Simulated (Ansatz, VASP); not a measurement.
**W in VASP and in Ansatz**

```xyz
1
Lattice="0.0000 2.0003 2.0003 2.0003 0.0000 2.0003 2.0003 2.0003 0.0000" Properties=species:S:1:pos:R:3 pbc="T T T"
W     0.0000    0.0000    0.0000
```

Alike in both runs: functional PBEsol; k mesh 8 × 8 × 8; occupations gaussian, width 0.1 eV; no spin polarisation.

Ansatz relaxed the structure, and its values are those at the end. VASP's run is a single point on that final structure, the one shown.

|  | VASP | Ansatz |
| --- | --- | --- |
| version | VASP 6.6.1 | Ansatz 0.2.0 |
| potentials or method | VASP PAW PBE potentials, release 64 (W_sv), cutoff 500 eV | scalar-relativistic, plane waves, PAW |
| valence electrons in the cell | 14 | 14 |

```tsv
	VASP	Ansatz	Ansatz less VASP
gap on the k mesh at the Fermi level (eV)	none	none	-
pressure (GPa)	0.6	0.0	-0.66
```

VASP's potentials were made for PBE, not for PBEsol. A gap of «none» marks a metal or a gap that the smearing closes. The functional is the same, so the differences come from potentials, cutoffs and numerics.

Spin-orbit coupling is off throughout.
